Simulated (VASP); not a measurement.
# ZnSe (Fm-3m) in VASP: a series of runs

The runs below take ZnSe through single point, with PBE, r2SCAN.

Program: VASP 6.6.1. These are calculated values, not measurements. Logs are shortened: lines on timing, memory, paths and dates and some standing lists are left out, and cuts for length are marked.

### Step 1. The cell of the first run

It takes space group Fm-3m (No. 225, cubic). Conventional cell: a = 5.318 Å, b = 5.318 Å, c = 5.318 Å, α = 90.00°, β = 90.00°, γ = 90.00°. Within 3.5 Å of Zn (site symmetry m-3m) lie 6 Se at 2.66 Å. Se (site symmetry m-3m) has 6 Zn at 2.66 Å within 3.5 Å.

### Step 2. Single point, PBE

The input, INCAR:

```
SYSTEM = ZnSe
PREC     = Accurate       ! precision mode
ENCUT    = 520            ! plane-wave cutoff, eV
EDIFF    = 1E-7           ! SCF threshold, eV
ISMEAR   = -1             ! smearing method
SIGMA    = 0.02           ! smearing width, eV
LREAL    = .FALSE.        ! projectors in reciprocal space
LASPH    = .TRUE.         ! aspherical terms in the spheres
NELM     = 80             ! most SCF steps
ALGO     = Normal         ! electronic algorithm
ISIF     = 2              ! what is computed and relaxed
LWAVE    = .FALSE.        ! write WAVECAR
LCHARG   = .TRUE.         ! write CHGCAR
GGA      = PE             ! functional
LELF     = .TRUE.         ! ELF
LVHAR    = .TRUE.       
NBANDS   = 16             ! bands
```

The input, KPOINTS:

```
regular mesh
0
G
  6 6 6
  0 0 0
```

The input, POSCAR:

```
ZnSe
1.0
    0.0000000000      2.6587577786      2.6587577786
    2.6587577786      0.0000000000      2.6587577786
    2.6587577786      2.6587577786      0.0000000000
Zn Se
1 1
Direct
    0.0000000000      0.0000000000      0.0000000000
    0.5000000000      0.5000000000      0.5000000000
```

Potentials or basis: VASP PAW PBE potentials, release 64 (Zn, Se).

Started as:

```sh
cat potpaw_PBE.64/Zn/POTCAR potpaw_PBE.64/Se/POTCAR > POTCAR
mpirun -np 1 vasp_std > vasp.out
```

OUTCAR:

```text
SYSTEM = ZnSe
   PREC = Accurate
   ENCUT = 520
   EDIFF = 1E-7
   ISMEAR = -1
   LREAL = .FALSE.
   LASPH = .TRUE.
   NELM = 80
   ISIF = 2
   GGA = PE

 ion  position               nearest neighbor table
   1  0.000  0.000  0.000-   2 2.66   2 2.66   2 2.66   2 2.66   2 2.66   2 2.66
   2  0.500  0.500  0.500-   1 2.66   1 2.66   1 2.66   1 2.66   1 2.66   1 2.66

  LATTYP: Found a face centered cubic cell.
 ALAT       =     5.3175155572

  Lattice vectors:

 A1 = (   0.0000000000,   2.6587577786,   2.6587577786)
 A2 = (   2.6587577786,   0.0000000000,   2.6587577786)
 A3 = (   2.6587577786,   2.6587577786,   0.0000000000)

Analysis of symmetry for initial positions (statically):
=====================================================================
 Subroutine PRICEL returns:
 Original cell was already a primitive cell.

 Routine SETGRP: Setting up the symmetry group for a
 face centered cubic supercell.

 Subroutine GETGRP returns: Found 48 space group operations
 (whereof 48 operations were pure point group operations)
 out of a pool of 48 trial point group operations.

The static configuration has the point symmetry O_h .

Analysis of symmetry for dynamics (positions and initial velocities):
=====================================================================
 Subroutine PRICEL returns:
 Original cell was already a primitive cell.

 Routine SETGRP: Setting up the symmetry group for a
 face centered cubic supercell.

 Subroutine GETGRP returns: Found 48 space group operations
 (whereof 48 operations were pure point group operations)
 out of a pool of 48 trial point group operations.

The dynamic configuration has the point symmetry O_h .

 Subroutine INISYM returns: Found 48 space group operations
 (whereof 48 operations are pure point group operations),
 and found     1 'primitive' translations

----------------------------------------------------------------------------------------

                                     Primitive cell

  volume of cell :      37.5895

  direct lattice vectors                    reciprocal lattice vectors
     0.000000000  2.658757779  2.658757779    -0.188057748  0.188057748  0.188057748
     2.658757779  0.000000000  2.658757779     0.188057748 -0.188057748  0.188057748
     2.658757779  2.658757779  0.000000000     0.188057748  0.188057748 -0.188057748

  length of vectors
     3.760051310  3.760051310  3.760051310     0.325725574  0.325725574  0.325725574

  position of ions in fractional coordinates (direct lattice)
     0.000000000  0.000000000  0.000000000
     0.500000000  0.500000000  0.500000000

  ion indices of the primitive-cell ions
   primitive index   ion index
                 1           1
                 2           2

----------------------------------------------------------------------------------------

 KPOINTS: regular mesh

Automatic generation of k-mesh.
 Grid dimensions read from file:
 generate k-points for:    6    6    6

 Generating k-lattice:

  Cartesian coordinates                     Fractional coordinates (reciprocal lattice)
    -0.031342958  0.031342958  0.031342958     0.166666667  0.000000000  0.000000000
     0.031342958 -0.031342958  0.031342958     0.000000000  0.166666667  0.000000000
     0.031342958  0.031342958 -0.031342958     0.000000000  0.000000000  0.166666667

  Length of vectors
     0.054287596  0.054287596  0.054287596

  Shift w.r.t. Gamma in fractional coordinates (k-lattice)
     0.000000000  0.000000000  0.000000000

 Subroutine IBZKPT returns following result:
 ===========================================

 Found     16 irreducible k-points:

 Following reciprocal coordinates:
            Coordinates               Weight
  0.000000  0.000000  0.000000      1.000000
  0.166667  0.000000  0.000000      8.000000
  0.333333  0.000000  0.000000      8.000000
  0.500000  0.000000  0.000000      4.000000
  0.166667  0.166667  0.000000      6.000000
  0.333333  0.166667  0.000000     24.000000
[... 8 lines left out ...]
 -0.333333  0.333333  0.166667     24.000000
 -0.333333  0.500000  0.166667     12.000000
   k-points           NKPTS =     16   k-points in BZ     NKDIM =     16   number of bands    NBANDS=     16
   number of dos      NEDOS =    301   number of ions     NIONS =      2
   total plane-waves  NPLWV =  21952
   dimension x,y,z NGX =    28 NGY =   28 NGZ =   28
   dimension x,y,z NGXF=    56 NGYF=   56 NGZF=   56
   ions per type =               1   1
   NGX,Y,Z   is equivalent  to a cutoff of  12.38, 12.38, 12.38 a.u.
   NGXF,Y,Z  is equivalent  to a cutoff of  24.76, 24.76, 24.76 a.u.
 SYSTEM =  ZnSe
   PREC   = accura    normal or accurate (medium, high low for compatibility)
   ISTART =      0    job   : 0-new  1-cont  2-samecut
   ICHARG =      2    charge: 1-file 2-atom 10-const
   ISPIN  =      1    spin polarized calculation?
   LNONCOLLINEAR =      F non collinear calculations
   LSORBIT =      F    spin-orbit coupling
   LASPH  =      T    aspherical Exc in radial PAW
   ENCUT  =  520.0 eV  38.22 Ry    6.18 a.u.   6.99  6.99  6.99*2*pi/ulx,y,z
   NELM   =     80;   NELMIN=  2; NELMDL= -5     # of ELM steps
   EDIFF  = 0.1E-06   stopping-criterion for ELM
   LREAL  =      F    real-space projection
   EDIFFG = 0.1E-05   stopping-criterion for IOM
   NSW    =      0    number of steps for IOM
   IBRION =     -1    ionic relax: 0-MD 1-quasi-New 2-CG
   NFREE  =      0    steps in history (QN), initial steepest desc. (CG)
   ISIF   =      2    stress and relaxation
   ISYM   =      2    0-nonsym 1-usesym 2-fastsym
   POTIM  = 0.5000    time-step for ionic-motion
   TEBEG  =    0.0;   TEEND  =   0.0 temperature during run
   PSTRESS=    0.0 pullay stress
   NELECT =      18.0000    total number of electrons
   NUPDOWN=      -1.0000    fix difference up-down
   EMIN   =  10.00;   EMAX   =-10.00  energy-range for DOS
   EFERMI =   0.00;   METHOD = LEGACY
   ISMEAR =    -1;   SIGMA  =   0.02  broadening in eV -4-tet -1-fermi 0-gaus
   EFERMI_NEDOS =   21; number of points for ismear=-14 and -15
   IALGO  =     38    algorithm
   IMIX   =      4    mixing-type and parameters
     AMIX     =   0.40;   BMIX     =  1.00
     AMIX_MAG =   1.60;   BMIX_MAG =  1.00
  volume/ion in A,a.u.               =      18.79       126.83
  Fermi-wavevector in a.u.,A,eV,Ry     =   1.280787  2.420336 22.319204  1.640415
  Thomas-Fermi vector in A             =   2.413195
   LORBIT       =      0    0 simple, 1 ext, 2 COOP (PROOUT), +10 PAW based schemes
   GGA     = PE    functional components
   LHFCALC =     F    Hartree Fock is set to
   AEXX    =    0.0000 exact exchange contribution
   IVDW    =     0    specifies the selected vdW correction
   LEPSILON=     F    determine dielectric tensor
   LRPA    =     F    only Hartree local field effects (RPA)
 non-spin polarized calculation
  energy-cutoff  :      520.00
  volume of cell :       37.59
 maximum number of plane-waves:      1020
   NGX = 13   NGY = 13   NGZ = 13

 number of electron      18.0000019 magnetization

 Free energy of the ion-electron system (eV)
  ---------------------------------------------------
  ext. energy  EPLUGINS =         0.00000000
  ---------------------------------------------------
  free energy    TOTEN  =        -5.39579059 eV

  energy without entropy =       -5.39453938  energy(sigma->0) =       -5.39516498

 E-fermi :   3.4594     XC(G=0): -10.5426

 val. band max:        3.4374582807   @ k =  -0.1667   0.1667   0.0000
 cond. band min:       3.8542379900   @ k =   0.3333   0.3333   0.0000
 fundamental gap:      0.4167797093
 Fermi energy:         3.4594389255

 k-point     1 :       0.0000    0.0000    0.0000
  band No.  band energies     occupation
      1     -10.5965      2.00000
      2      -3.2847      2.00000
      3      -3.2847      2.00000
      4      -3.2665      2.00000
      5      -3.2665      2.00000
      6      -3.2665      2.00000
[... 8 lines left out ...]
     15      13.3226      0.00000
     16      13.3226      0.00000

 k-point     2 :       0.1667    0.0000    0.0000
  band No.  band energies     occupation
      1     -10.3120      2.00000
      2      -3.3478      2.00000
      3      -3.3478      2.00000
      4      -3.2995      2.00000
      5      -3.2390      2.00000
      6      -3.2390      2.00000
[... 8 lines left out ...]
     15      13.0119      0.00000
     16      13.0586      0.00000

 k-point     3 :       0.3333    0.0000    0.0000
  band No.  band energies     occupation
      1      -9.6085      2.00000
      2      -3.5061      2.00000
      3      -3.4745      2.00000
      4      -3.4745      2.00000
      5      -3.1792      2.00000
      6      -3.1792      2.00000
[... 8 lines left out ...]
     15      15.0906      0.00000
     16      15.0906      0.00000

 k-point     4 :       0.5000    0.0000    0.0000
  band No.  band energies     occupation
      1      -9.1392      2.00000
      2      -3.8769      2.00000
      3      -3.5362      2.00000
      4      -3.5362      2.00000
      5      -3.1488      2.00000
      6      -3.1488      2.00000
[... 8 lines left out ...]
     15      17.6271      0.00000
     16      17.6271      0.00000
[... 172 lines left out ...]
 k-point    14 :       0.5000    0.3333    0.1667
  band No.  band energies     occupation
      1      -9.1980      2.00000
      2      -3.5172      2.00000
      3      -3.4147      2.00000
      4      -3.3420      2.00000
      5      -3.1601      2.00000
      6      -3.1157      2.00000
[... 8 lines left out ...]
     15      17.7409      0.00000
     16      18.0236      0.00000

 k-point    15 :      -0.3333    0.3333    0.1667
  band No.  band energies     occupation
      1      -8.9199      2.00000
      2      -3.5053      2.00000
      3      -3.3800      2.00000
      4      -3.3442      2.00000
      5      -3.1305      2.00000
      6      -3.0500      2.00000
[... 8 lines left out ...]
     15      15.5530      0.00000
     16      19.2691      0.00000

 k-point    16 :      -0.3333    0.5000    0.1667
  band No.  band energies     occupation
      1      -8.8694      2.00000
      2      -3.3810      2.00000
      3      -3.3541      2.00000
      4      -3.2448      2.00000
      5      -3.1073      2.00000
      6      -2.8648      2.00000
[... 8 lines left out ...]
     15      17.5181      0.00000
     16      19.9968      0.00000

------------------------ aborting loop because EDIFF is reached ----------------------------------------

  FORCE on cell =-STRESS in cart. coord.  units (eV):
  Direction    XX          YY          ZZ          XY          YZ          ZX
  --------------------------------------------------------------------------------------
  -------------------------------------------------------------------------------------
  Total        0.5872554      0.5872554      0.5872554      0.0000000     -0.0000000      0.0000000
  in kB       25.0306013     25.0306013     25.0306013      0.0000000     -0.0000000      0.0000000
  external PRESSURE =      25.0306013 kB  Pullay stress =       0.0000000 kB

 VOLUME and BASIS-vectors are now :
 -----------------------------------------------------------------------------
  energy-cutoff  :      520.00
  volume of cell :       37.59
      direct lattice vectors                 reciprocal lattice vectors
     0.000000000  2.658757779  2.658757779    -0.188057748  0.188057748  0.188057748
     2.658757779  0.000000000  2.658757779     0.188057748 -0.188057748  0.188057748
     2.658757779  2.658757779  0.000000000     0.188057748  0.188057748 -0.188057748

 POSITION                                       TOTAL-FORCE (eV/Angst)
 -----------------------------------------------------------------------------------
      0.00000      0.00000      0.00000        -0.000000     -0.000000     -0.000000
      2.65876      2.65876      2.65876         0.000000      0.000000      0.000000
 -----------------------------------------------------------------------------------
    total drift:                               -0.000000      0.000000      0.000000

  FREE ENERGIE OF THE ION-ELECTRON SYSTEM (eV)
  ---------------------------------------------------
  free  energy   TOTEN  =        -5.3957905885 eV

  energy  without entropy=       -5.3945393802  energy(sigma->0) =       -5.39516498
```

Wall time 9.9 s (1 thread of Intel Xeon Platinum 8488C (Sapphire Rapids), shared host); peak memory 0.16 GiB.

What came out:

- Free energy: -5.3958 eV
- Pressure: 2.5 GPa
- Band gap on the k mesh: zero (band 9 reaches 3.44 eV, above the bottom of band 10 at 2.34 eV)

(Part 1 of 2 ends here.)
